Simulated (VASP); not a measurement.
# Si2Mo (Imm2) in VASP: single point with PBEsol

Aim: the single point of Si2Mo with PBEsol.

Program: VASP 6.6.1. These are calculated values, not measurements. Logs are shortened: lines on timing, memory, paths and dates and some standing lists are left out, and cuts for length are marked.

### 1 The cell of the first run

It takes space group Imm2 (No. 44, orthorhombic). The conventional cell has a = 3.110 Å, b = 7.626 Å, c = 3.110 Å, α = 90.00°, β = 90.00°, γ = 90.00°. Si (site symmetry m) has 5 Mo at 2.48 to 2.59 Å and 9 Si at 2.52 to 3.11 Å within 3.3 Å. Mo (site symmetry mm2) has 10 Si at 2.48 to 2.59 Å and 4 Mo at 3.11 Å within 3.3 Å.

### 2 Single point, PBEsol (atoms displaced along a vibrational mode, the cell strained)

The input, INCAR:

```
ALGO = Normal
EDIFF = 1E-6
ENCUT = 520
GGA = PS
ISIF = 2
ISMEAR = 0
LASPH = True
LCHARG = False
LREAL = False
LWAVE = False
NBANDS = 18
NELM = 100
PREC = Accurate
SIGMA = 0.15
```

The input, KPOINTS:

```
k-points
0
Gamma
  18 18 18
```

The input, POSCAR:

```
Si2Mo
1.0
   -1.5552445885      1.5552445885      3.8131363385
    1.5552445885     -1.5552445885      3.8131363385
    1.5552445885      1.5552445885     -3.8131363385
Si Mo
2 1
Direct
    0.3350567058      0.3157478458     -0.0193088600
    0.6649432942      0.6456344342     -0.0193088600
    0.0000000000      0.0113035817      0.0113035817
```

Potentials or basis: VASP PAW PBE potentials, release 64 (Si, Mo_sv).

Command:

```sh
$ cat potpaw_PBE.64/Si/POTCAR potpaw_PBE.64/Mo_sv/POTCAR > POTCAR
$ mpirun -np 1 vasp_std > vasp.out
```

OUTCAR:

```text
EDIFF = 1E-6
   ENCUT = 520
   GGA = PS
   ISIF = 2
   ISMEAR = 0
   LASPH = True
   LREAL = False
   NELM = 100
   PREC = Accurate

 ion  position               nearest neighbor table
   1  0.335  0.316  0.981-   3 2.48   3 2.48   2 2.52   2 2.55   2 2.55   2 2.55   2 2.55   3 2.56
                             3 2.59   3 2.59
   2  0.665  0.646  0.981-   3 2.48   3 2.48   1 2.52   1 2.55   1 2.55   1 2.55   1 2.55   3 2.56
                             3 2.59   3 2.59
   3  0.000  0.011  0.011-   2 2.48   2 2.48   1 2.48   1 2.48   2 2.56   1 2.56   2 2.59   1 2.59
                             2 2.59   1 2.59

  LATTYP: Found a body centered tetragonal cell.
 ALAT       =     3.1104891770
 C/A-ratio  =     2.4517920633

  Lattice vectors:

 A1 = (  -1.5552445885,   1.5552445885,   3.8131363385)
 A2 = (   1.5552445885,  -1.5552445885,   3.8131363385)
 A3 = (   1.5552445885,   1.5552445885,  -3.8131363385)

Analysis of symmetry for initial positions (statically):
=====================================================================
 Subroutine PRICEL returns:
 Original cell was already a primitive cell.

 Routine SETGRP: Setting up the symmetry group for a
 body centered tetragonal supercell.

 Subroutine GETGRP returns: Found  4 space group operations
 (whereof  4 operations were pure point group operations)
 out of a pool of 16 trial point group operations.

The static configuration has the point symmetry C_2v.

Analysis of symmetry for dynamics (positions and initial velocities):
=====================================================================
 Subroutine PRICEL returns:
 Original cell was already a primitive cell.

 Routine SETGRP: Setting up the symmetry group for a
 body centered tetragonal supercell.

 Subroutine GETGRP returns: Found  4 space group operations
 (whereof  4 operations were pure point group operations)
 out of a pool of 16 trial point group operations.

The dynamic configuration has the point symmetry C_2v.

 Subroutine INISYM returns: Found  4 space group operations
 (whereof  4 operations are pure point group operations),
 and found     1 'primitive' translations

----------------------------------------------------------------------------------------

                                     Primitive cell

  volume of cell :      36.8926

  direct lattice vectors                    reciprocal lattice vectors
    -1.555244588  1.555244588  3.813136339     0.000000000  0.321492840  0.131125655
     1.555244588 -1.555244588  3.813136339     0.321492840  0.000000000  0.131125655
     1.555244588  1.555244588 -3.813136339     0.321492840  0.321492840  0.000000000

  length of vectors
     4.401997296  4.401997296  4.401997296     0.347205391  0.347205391  0.454659535

  position of ions in fractional coordinates (direct lattice)
     0.335056706  0.315747846  0.980691140
     0.664943294  0.645634434  0.980691140
     0.000000000  0.011303582  0.011303582

  ion indices of the primitive-cell ions
   primitive index   ion index
                 1           1
                 2           2
                 3           3

----------------------------------------------------------------------------------------

 KPOINTS: k-points

Automatic generation of k-mesh.
 Grid dimensions read from file:
 generate k-points for:   18   18   18

 Generating k-lattice:

  Cartesian coordinates                     Fractional coordinates (reciprocal lattice)
     0.000000000  0.017860713  0.007284759     0.055555556  0.000000000 -0.000000000
     0.017860713  0.000000000  0.007284759     0.000000000  0.055555556 -0.000000000
     0.017860713  0.017860713  0.000000000     0.000000000  0.000000000  0.055555556

  Length of vectors
     0.019289188  0.019289188  0.025258863

  Shift w.r.t. Gamma in fractional coordinates (k-lattice)
     0.000000000  0.000000000  0.000000000

 Subroutine IBZKPT returns following result:
 ===========================================

 Found    865 irreducible k-points:

 Following reciprocal coordinates:
            Coordinates               Weight
  0.000000  0.000000  0.000000      1.000000
  0.055556  0.000000 -0.000000      4.000000
  0.000000  0.055556 -0.000000      4.000000
  0.111111  0.000000 -0.000000      4.000000
  0.000000  0.111111 -0.000000      4.000000
  0.166667  0.000000 -0.000000      4.000000
[... 16 lines left out ...]
  0.166667  0.055556  0.000000      8.000000
  0.000000  0.222222 -0.055556      8.000000
 [... further k-points ...]
   k-points           NKPTS =    865   k-points in BZ     NKDIM =    865   number of bands    NBANDS=     18
   number of dos      NEDOS =    301   number of ions     NIONS =      3
   total plane-waves  NPLWV =  46656
   dimension x,y,z NGX =    36 NGY =   36 NGZ =   36
   dimension x,y,z NGXF=    72 NGYF=   72 NGZF=   72
   ions per type =               2   1
   NGX,Y,Z   is equivalent  to a cutoff of  13.60, 13.60, 13.60 a.u.
   NGXF,Y,Z  is equivalent  to a cutoff of  27.19, 27.19, 27.19 a.u.
 SYSTEM =  unknown system
   PREC   = accura    normal or accurate (medium, high low for compatibility)
   ISTART =      0    job   : 0-new  1-cont  2-samecut
   ICHARG =      2    charge: 1-file 2-atom 10-const
   ISPIN  =      1    spin polarized calculation?
   LNONCOLLINEAR =      F non collinear calculations
   LSORBIT =      F    spin-orbit coupling
   LASPH  =      T    aspherical Exc in radial PAW
   ENCUT  =  520.0 eV  38.22 Ry    6.18 a.u.   8.18  8.18  8.18*2*pi/ulx,y,z
   NELM   =    100;   NELMIN=  2; NELMDL= -5     # of ELM steps
   EDIFF  = 0.1E-05   stopping-criterion for ELM
   LREAL  =      F    real-space projection
   EDIFFG = 0.1E-04   stopping-criterion for IOM
   NSW    =      0    number of steps for IOM
   IBRION =     -1    ionic relax: 0-MD 1-quasi-New 2-CG
   NFREE  =      0    steps in history (QN), initial steepest desc. (CG)
   ISIF   =      2    stress and relaxation
   ISYM   =      2    0-nonsym 1-usesym 2-fastsym
   POTIM  = 0.5000    time-step for ionic-motion
   TEBEG  =    0.0;   TEEND  =   0.0 temperature during run
   PSTRESS=    0.0 pullay stress
   NELECT =      22.0000    total number of electrons
   NUPDOWN=      -1.0000    fix difference up-down
   EMIN   =  10.00;   EMAX   =-10.00  energy-range for DOS
   EFERMI =   0.00;   METHOD = LEGACY
   ISMEAR =     0;   SIGMA  =   0.15  broadening in eV -4-tet -1-fermi 0-gaus
   EFERMI_NEDOS =   21; number of points for ismear=-14 and -15
   IALGO  =     38    algorithm
   IMIX   =      4    mixing-type and parameters
     AMIX     =   0.40;   BMIX     =  1.00
     AMIX_MAG =   1.60;   BMIX_MAG =  1.00
  volume/ion in A,a.u.               =      12.30        82.99
  Fermi-wavevector in a.u.,A,eV,Ry     =   1.377957  2.603962 25.834291  1.898767
  Thomas-Fermi vector in A             =   2.503063
   LORBIT       =      0    0 simple, 1 ext, 2 COOP (PROOUT), +10 PAW based schemes
   GGA     = PS    functional components
   LHFCALC =     F    Hartree Fock is set to
   AEXX    =    0.0000 exact exchange contribution
   IVDW    =     0    specifies the selected vdW correction
   LEPSILON=     F    determine dielectric tensor
   LRPA    =     F    only Hartree local field effects (RPA)
 non-spin polarized calculation
 Gauss-broadening in eV      SIGMA  =   0.15
  energy-cutoff  :      520.00
  volume of cell :       36.89
 maximum number of plane-waves:      1015
 NGX is ok and might be reduce to    36
   NGX = 17   NGY = 17   NGZ = 17

 number of electron      22.0000000 magnetization

 Free energy of the ion-electron system (eV)
  ---------------------------------------------------
  ext. energy  EPLUGINS =         0.00000000
  ---------------------------------------------------
  free energy    TOTEN  =       -24.84141116 eV

  energy without entropy =      -24.83879051  energy(sigma->0) =      -24.84010084

 E-fermi :  13.5027     XC(G=0): -12.9237

 val. band max:       13.4996014039   @ k =  -0.0556   0.0556   0.0000
 cond. band min:      13.5039310942   @ k =   0.0556   0.0556  -0.0000
 fundamental gap:      0.0043296903
 Fermi energy:        13.5026616733

 k-point     1 :       0.0000    0.0000    0.0000
  band No.  band energies     occupation
      1     -46.9853      2.00000
      2     -21.2426      2.00000
      3     -21.1106      2.00000
      4     -21.1042      2.00000
      5      -0.5806      2.00000
      6       6.5540      2.00000
[... 10 lines left out ...]
     17      19.1877      0.00000
     18      19.3366      0.00000

 k-point     2 :       0.0556    0.0000   -0.0000
  band No.  band energies     occupation
      1     -46.9844      2.00000
      2     -21.2418      2.00000
      3     -21.1219      2.00000
      4     -21.1031      2.00000
      5      -0.5193      2.00000
      6       6.5698      2.00000
[... 10 lines left out ...]
     17      19.3629      0.00000
     18      19.5571      0.00000

 k-point     3 :       0.0000    0.0556   -0.0000
  band No.  band energies     occupation
      1     -46.9844      2.00000
      2     -21.2418      2.00000
      3     -21.1154      2.00000
      4     -21.1095      2.00000
      5      -0.5194      2.00000
      6       6.5695      2.00000
[... 10 lines left out ...]
     17      19.2200      0.00000
     18      19.6739      0.00000

 k-point     4 :       0.1111    0.0000   -0.0000
  band No.  band energies     occupation
      1     -46.9819      2.00000
      2     -21.2394      2.00000
      3     -21.1542      2.00000
      4     -21.1001      2.00000
      5      -0.3370      2.00000
      6       6.6063      2.00000
[... 10 lines left out ...]
     17      19.5476      0.00000
     18      20.3423      0.00000

 k-point     5 :       0.0000    0.1111   -0.0000
  band No.  band energies     occupation
      1     -46.9819      2.00000
      2     -21.2395      2.00000
      3     -21.1475      2.00000
      4     -21.1066      2.00000
      5      -0.3374      2.00000
      6       6.6054      2.00000
[... 10 lines left out ...]
     17      19.4021      0.00000
     18      20.4256      0.00000

 k-point     6 :       0.1667    0.0000   -0.0000
  band No.  band energies     occupation
      1     -46.9781      2.00000
      2     -21.2360      2.00000
      3     -21.2032      2.00000
      4     -21.0955      2.00000
      5      -0.0388      2.00000
      6       6.6222      2.00000
[... 10 lines left out ...]
     17      20.0510      0.00000
     18      21.3157      0.00000

 k-point     7 :       0.0000    0.1667   -0.0000
  band No.  band energies     occupation
      1     -46.9782      2.00000
      2     -21.2360      2.00000
      3     -21.1962      2.00000
      4     -21.1020      2.00000
      5      -0.0396      2.00000
      6       6.6220      2.00000
[... 10 lines left out ...]
     17      19.9358      0.00000
     18      21.3704      0.00000

 k-point     8 :       0.2222    0.0000   -0.0000
  band No.  band energies     occupation
      1     -46.9735      2.00000
      2     -21.2636      2.00000
      3     -21.2308      2.00000
      4     -21.0898      2.00000
      5       0.3672      2.00000
      6       6.5196      2.00000
[... 10 lines left out ...]
     17      20.7754      0.00000
     18      22.3695      0.00000
[... 229 lines left out ...]
     17      20.4884      0.00000
     18      21.0822      0.00000

 k-point    20 :       0.0556    0.0556   -0.0000
  band No.  band energies     occupation
      1     -46.9835      2.00000
      2     -21.2415      2.00000
      3     -21.1211      2.00000
      4     -21.1141      2.00000
      5      -0.4404      2.00000
      6       6.5197      2.00000
[... 10 lines left out ...]
     17      19.5270      0.00000
     18      19.8028      0.00000

 k-point    21 :       0.1111    0.0556    0.0000
  band No.  band energies     occupation
      1     -46.9811      2.00000
      2     -21.2397      2.00000
      3     -21.1532      2.00000
      4     -21.1111      2.00000
      5      -0.2420      2.00000
      6       6.4884      2.00000
[... 10 lines left out ...]
     17      19.8653      0.00000
     18      20.3736      0.00000

 k-point    22 :       0.0000    0.1667   -0.0556
  band No.  band energies     occupation
      1     -46.9811      2.00000
      2     -21.2397      2.00000
      3     -21.1465      2.00000
      4     -21.1177      2.00000
      5      -0.2423      2.00000
      6       6.4881      2.00000
[... 10 lines left out ...]
     17      19.7426      0.00000
     18      20.4480      0.00000

 k-point    23 :       0.1667    0.0556    0.0000
  band No.  band energies     occupation
      1     -46.9773      2.00000
      2     -21.2366      2.00000
      3     -21.2020      2.00000
      4     -21.1065      2.00000
      5       0.0702      2.00000
      6       6.4425      2.00000
[... 10 lines left out ...]
     17      20.2371      0.00000
     18      21.2911      0.00000

 k-point    24 :       0.0000    0.2222   -0.0556
  band No.  band energies     occupation
      1     -46.9773      2.00000
      2     -21.2366      2.00000
      3     -21.1951      2.00000
      4     -21.1130      2.00000
      5       0.0695      2.00000
      6       6.4430      2.00000
[... 10 lines left out ...]
     17      20.1223      0.00000
     18      21.3363      0.00000

 [... further k-points ...]

------------------------ aborting loop because EDIFF is reached ----------------------------------------

  FORCE on cell =-STRESS in cart. coord.  units (eV):
  Direction    XX          YY          ZZ          XY          YZ          ZX
  --------------------------------------------------------------------------------------
  -------------------------------------------------------------------------------------
  Total        4.5944714      4.7821320      5.2239663      0.0000000      0.0000000      0.0000000
  in kB      199.5291782    207.6789214    226.8669476      0.0000000      0.0000000      0.0000000
  external PRESSURE =     211.3583491 kB  Pullay stress =       0.0000000 kB

 VOLUME and BASIS-vectors are now :
 -----------------------------------------------------------------------------
  energy-cutoff  :      520.00
  volume of cell :       36.89
      direct lattice vectors                 reciprocal lattice vectors
    -1.555244588  1.555244588  3.813136339     0.000000000  0.321492840  0.131125655
     1.555244588 -1.555244588  3.813136339     0.321492840  0.000000000  0.131125655
     1.555244588  1.555244588 -3.813136339     0.321492840  0.321492840  0.000000000

 POSITION                                       TOTAL-FORCE (eV/Angst)
 -----------------------------------------------------------------------------------
      1.49518      1.55524     -1.25790         0.654086     -0.000000     -0.271141
      1.49518      1.55524      1.25790         0.654086      0.000000      0.271141
      0.03516      0.00000      0.00000        -1.308172      0.000000     -0.000000
 -----------------------------------------------------------------------------------
    total drift:                                0.000067     -0.000000     -0.000000

  FREE ENERGIE OF THE ION-ELECTRON SYSTEM (eV)
  ---------------------------------------------------
  free  energy   TOTEN  =       -24.8414111620 eV

  energy  without entropy=      -24.8387905129  energy(sigma->0) =      -24.84010084
```

Run time: 24 min. Hardware: 1 thread of AMD EPYC 7R13, shared host; peak memory 0.61 GiB.

What came out:

* Free energy: -24.8414 eV
* Pressure: 21.1 GPa
* Largest force: 1.308 eV/Å
* Band gap on the k mesh: zero (bands 11 and 12 overlap by 0.84 eV)

Forces on the atoms (eV/Å):
```
Si   0.654  0.000 -0.271
Si   0.654  0.000  0.271
Mo  -1.308  0.000  0.000
```

Stress tensor (GPa, compression positive):
```
19.95  0.00  0.00
 0.00 20.77  0.00
 0.00  0.00 22.69
```

Levels at points of the mesh, in eV from the Fermi level:
| k point | band 7 | band 8 | band 9 | band 10 | band 11 | band 12 | band 13 | band 14 | band 15 | band 16 |
| --- | --- | --- | --- | --- | --- | --- | --- | --- | --- | --- |
| (0.00, 0.00, 0.00) | -3.54 | -3.28 | -2.87 | -2.80 | 0.40 | 2.78 | 3.68 | 3.85 | 3.87 | 4.59 |
| (0.50, 0.00, 0.00) | -5.32 | -4.74 | -2.90 | -2.78 | -0.62 | 2.57 | 3.32 | 4.44 | 4.77 | 5.46 |
| (0.00, 0.50, 0.00) | -5.39 | -4.67 | -2.88 | -2.83 | -0.65 | 2.59 | 3.31 | 4.40 | 4.80 | 5.70 |
| (0.50, 0.50, 0.00) | -6.01 | -5.12 | -4.75 | -3.42 | -1.17 | 2.64 | 3.14 | 3.40 | 3.78 | 4.85 |
| (0.50, 0.50, 0.50) | -4.09 | -2.47 | -0.67 | -0.64 | -0.46 | -0.35 | 0.63 | 5.14 | 6.04 | 6.17 |

Caveat: the cell differs from its parent crystal (atoms displaced along a vibrational mode, the cell strained); the cell stands under pressure; the PAW data sets were made with another functional, which shifts forces and pressure a little.
